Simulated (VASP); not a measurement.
# MgS (Fm-3m) in VASP: notebook, part 2 of 2

VASP 6.6.1. The steps go on from the part before.

## 4. Relaxation of cell and atoms, PBEsol, target pressure 45 GPa, at which the enthalpy is minimised

Input file INCAR:

```
SYSTEM = MgS
PREC = Accurate ; ENCUT = 600
EDIFF = 1E-7 ; ISMEAR = 0
SIGMA = 0.02 ; LREAL = .FALSE.
LASPH = .TRUE. ; NELM = 120
ALGO = Normal ; ISIF = 3
LWAVE = .FALSE. ; LCHARG = .FALSE.
GGA = PS ; IBRION = 2
NSW = 80 ; EDIFFG = -0.01
PSTRESS = 450.0 ; GGA_COMPAT = .FALSE.
NELMIN = 4
```

Input file KPOINTS:

```
regular mesh
0
G
  7 7 7
  0 0 0
```

Input file POSCAR:

```
MgS
1.0
    0.0000000000      2.6500000000      2.6500000000
    2.6500000000      0.0000000000      2.6500000000
    2.6500000000      2.6500000000      0.0000000000
Mg S
1 1
Direct
    0.0000000000      0.0000000000      0.0000000000
    0.5000000000      0.5000000000      0.5000000000
```

Potentials or basis: VASP PAW PBE potentials, release 64 (Mg, S).

The run is started by

```
> cat potpaw_PBE.64/Mg/POTCAR potpaw_PBE.64/S/POTCAR > POTCAR
> mpirun -np 1 vasp_std > vasp.out
```

OUTCAR:

```text
SYSTEM = MgS
   PREC = Accurate
   ENCUT = 600
   EDIFF = 1E-7
   ISMEAR = 0
   LREAL = .FALSE.
   LASPH = .TRUE.
   NELM = 120
   ISIF = 3
   GGA = PS
   IBRION = 2
   NSW = 80
   EDIFFG = -0.01
   PSTRESS = 450.0
   NELMIN = 4

 ion  position               nearest neighbor table
   1  0.000  0.000  0.000-   2 2.65   2 2.65   2 2.65   2 2.65   2 2.65   2 2.65
   2  0.500  0.500  0.500-   1 2.65   1 2.65   1 2.65   1 2.65   1 2.65   1 2.65

  LATTYP: Found a face centered cubic cell.
 ALAT       =     5.3000000000

  Lattice vectors:

 A1 = (   0.0000000000,   2.6500000000,   2.6500000000)
 A2 = (   2.6500000000,   0.0000000000,   2.6500000000)
 A3 = (   2.6500000000,   2.6500000000,   0.0000000000)

Analysis of symmetry for initial positions (statically):
=====================================================================
 Subroutine PRICEL returns:
 Original cell was already a primitive cell.

 Routine SETGRP: Setting up the symmetry group for a
 face centered cubic supercell.

 Subroutine GETGRP returns: Found 48 space group operations
 (whereof 48 operations were pure point group operations)
 out of a pool of 48 trial point group operations.

The static configuration has the point symmetry O_h .

Analysis of symmetry for dynamics (positions and initial velocities):
=====================================================================
 Subroutine PRICEL returns:
 Original cell was already a primitive cell.
[... 134 lines left out ...]
 conjugate gradient relaxation of ions
 non-spin polarized calculation
 Gauss-broadening in eV      SIGMA  =   0.02
  energy-cutoff  :      600.00
  volume of cell :       37.22
 maximum number of plane-waves:      1267
 NGX is ok and might be reduce to    30
   NGX = 15   NGY = 15   NGZ = 15

--------------------------------------- Ionic step        1  -------------------------------------------

 number of electron       8.0000000 magnetization

 Free energy of the ion-electron system (eV)
  ---------------------------------------------------
  ext. energy  EPLUGINS =         0.00000000
  ---------------------------------------------------
  free energy    TOTEN  =        -9.03547836 eV

  energy without entropy =       -9.03547836  energy(sigma->0) =       -9.03547836

 E-fermi :   3.3225     XC(G=0):  -9.6101

 val. band max:        3.1970819081   @ k =   0.0000   0.0000   0.0000
 cond. band min:       5.9936486718   @ k =   0.4286   0.4286   0.0000
 fundamental gap:      2.7965667637
 Fermi energy:         3.3225237663
[... 554 lines left out ...]
  energy  without entropy=       -8.5045610773  energy(sigma->0) =       -8.50456108

  enthalpy is  TOTEN    =        -0.8144579293 eV   P V=        7.6901031480

[... ionic steps 4 to 14 ...]

--------------------------------------- Ionic step       15  -------------------------------------------

 number of electron       8.0000000 magnetization

------------------------ aborting loop because EDIFF is reached ----------------------------------------
[... 71 lines left out ...]
--------------------------------------- Ionic step       17  -------------------------------------------

 number of electron       8.0000000 magnetization

 Free energy of the ion-electron system (eV)
  ---------------------------------------------------
  ext. energy  EPLUGINS =         0.00000000
  ---------------------------------------------------
  free energy    TOTEN  =        -8.08632671 eV

  energy without entropy =       -8.08632671  energy(sigma->0) =       -8.08632671

 E-fermi :   7.2136     XC(G=0): -11.2301

 val. band max:        7.1022041632   @ k =   0.0000   0.0000   0.0000
 cond. band min:      10.1364316159   @ k =   0.4286   0.4286   0.0000
 fundamental gap:      3.0342274527
 Fermi energy:         7.2136218005
[... 251 lines left out ...]
  energy  without entropy=       -8.0863267143  energy(sigma->0) =       -8.08632671

  enthalpy is  TOTEN    =        -0.8996157713 eV   P V=        7.1867109430

 reached required accuracy - stopping structural energy minimisation
```

It took 89 s on 1 thread of AMD EPYC 7R13 (Zen 3), shared host; peak memory 0.15 GiB.

Results:

```
Free energy                                                : -8.0863 eV
Relaxed volume                                             : 12.79 Å³/atom
Relaxed cell                                               : a = 3.308 Å, b = 3.308 Å, c = 3.308 Å, α = 60.00°, β = 60.00°, γ = 60.00°
Space group after relaxing (to 0.1 Å)                      : Fm-3m (No. 225)
Energy change on relaxing (the run minimises the enthalpy) : +474.6 meV/atom
Ionic steps                                                : 17
Pressure after relaxing                                    : 45.0 GPa
Band gap on the k mesh                                     : 3.03 eV (least direct gap 5.52 eV)
```

The path:
```tsv
step	energy change (eV)	largest force (eV/Å)	pressure (GPa)	volume (Å³)
1	0.0000	0.0000	-4.77	37.22
2	13.5118	0.0000	449.39	13.96
3	0.5309	0.0000	30.50	27.38
4	0.7614	0.0000	38.65	26.31
5	0.9542	0.0000	45.17	25.57
6	0.8976	0.0000	43.27	25.77
7	0.9006	0.0000	43.37	25.76
8	0.9095	0.0000	43.68	25.73
9	0.9097	0.0000	43.68	25.73
10	0.9101	0.0000	43.69	25.73
11	0.9110	0.0000	43.72	25.73
12	0.9128	0.0000	43.79	25.72
13	0.9165	0.0000	43.91	25.71
14	0.9237	0.0000	44.15	25.68
15	0.9384	0.0000	44.64	25.63
16	0.9682	0.0000	45.63	25.52
17	0.9492	0.0000	45.00	25.59
```

Final structure:
```
Mg S
1.0
     0.00000    2.33883    2.33883
     2.33883    0.00000    2.33883
     2.33883    2.33883    0.00000
Mg S
1 1
Direct
  0.00000 0.00000 0.00000
  0.50000 0.50000 0.50000
```

Levels at points of the mesh, in eV from the valence-band top:
```tsv
k point	band 1	band 2	band 3	band 4	band 5	band 6	band 7	band 8
(0.00, 0.00, 0.00)	-14.97	0.00	0.00	0.00	6.66	7.39	7.39	7.39
```

Caveat: the cell is relaxed towards a set pressure, so the run minimises the enthalpy, not the energy; the volume moved by over 15 % at a fixed basis, so the end points are rough; the PAW data sets were made with another functional, which shifts forces and pressure a little; an odd mesh through Γ misses points on the zone boundary, where band edges can lie.

## 5. Summary

| cell | gap on the mesh (eV) | pressure (GPa) |
| --- | --- | --- |
| relaxed to 15 GPa | 3.24 | 15.0 |
| relaxed to 30 GPa | 3.39 | 30.0 |
| relaxed to 45 GPa | 3.03 | 45.0 |

Alike in all rows: task relaxation of cell and atoms; level PBEsol; potentials or basis VASP PAW PBE potentials, release 64 (Mg, S); no spin polarisation; k mesh 7 × 7 × 7; cutoff (eV) 600; smearing gaussian 0.02 eV.

Caveats: the cell is relaxed towards a set pressure, so the run minimises the enthalpy, not the energy; the volume moved by over 15 % at a fixed basis, so the end points are rough; the PAW data sets were made with another functional, which shifts forces and pressure a little; an odd mesh through Γ misses points on the zone boundary, where band edges can lie.

Total energies depend on the potentials used, so only differences within one code and one set of settings carry meaning.
